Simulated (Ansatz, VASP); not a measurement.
# HfO2: VASP beside Ansatz

Contents of INCAR:

```
  PREC = Accurate
  ENCUT = 520
  EDIFF = 1E-7
  ISMEAR = -1
  SIGMA = 0.05
  LREAL = F
  LASPH = T
  NELM = 60
  ALGO = Normal
  ISIF = 2
  LWAVE = F
  LCHARG = F
  GGA = B5
  ALDAX = 1.0
  AGGAX = 1.0
  AGGAC = 1.0
  ALDAC = 0.0
  IVDW = 13
  VDW_S6 = 1.0
  VDW_S8 = 2.34076671
  VDW_A1 = 0.44488865
  VDW_A2 = 4.0933009
  NBANDS = 18
```

File KPOINTS:

```
Automatic mesh
0
Gamma
  9 9 9
```

File POSCAR:

```
HfO2
1.0
    0.0000000000      2.5911551753      2.5911551753
    2.5911551753      0.0000000000      2.5911551753
    2.5911551753      2.5911551753      0.0000000000
Hf O
1 2
Direct
    0.0000000000      0.0000000000      0.0000000000
    0.7500000000      0.7500000000      0.7500000000
    0.2500000000      0.2500000000      0.2500000000
```

The input input.yaml:

```yaml
crystal:
  lattice:
    - [0.0, 2.5911551753, 2.5911551753]
    - [2.5911551753, 0.0, 2.5911551753]
    - [2.5911551753, 2.5911551753, 0.0]
  atoms:
    - { symbol: Hf, position: [0.0, 0.0, 0.0] }
    - { symbol: O, position: [0.75, 0.75, 0.75] }
    - { symbol: O, position: [0.25, 0.25, 0.25] }
hamiltonian:
  xc: blyp
  pseudopotentials: { kind: paw }
  dispersion: d4
kpoints:
  mp_grid: { grid: [9, 9, 9] }
scf:
  occupations: { method: fermi_dirac, width: 0.05 }
output:
  forces: true
  stress: true
  eigenvalues: true
  write_density: true
  write_potential: true
  elf: true
  volumetric_format: npy
```

Alike in both runs: task single point; functional BLYP; dispersion D4; k mesh 9 × 9 × 9; occupations fermi-dirac, width 0.05 eV; no spin polarisation.

|  | VASP | Ansatz |
| --- | --- | --- |
| version | VASP 6.6.1 | Ansatz 0.2.0 |
| potentials or method | VASP PAW PBE potentials, release 64 (Hf_pv, O) | Ansatz PAW |
| plane-wave cutoff (eV) | 520 | 420 |
| valence electrons in the cell | 22 | 38 |

Ansatz gave:

- gap on the k mesh at the Fermi level (eV): 3.78
- least direct gap on the mesh (eV): 3.89
- pressure (GPa): -10.6

Q: Which values does VASP return?

A: gap on the k mesh at the Fermi level (eV): 3.77; least direct gap on the mesh (eV): 3.89; pressure (GPa): -13.2.

VASP's potentials were made for PBE, not for BLYP. VASP's potentials hold 22 valence electrons a cell and Ansatz's 38, so a difference there can come from the potentials and not from the codes.

Spin-orbit coupling is off throughout. Noted on Ansatz's run: odd divisions of the mesh miss points on the zone boundary, where band edges often lie, so the gap on the mesh can be too wide.
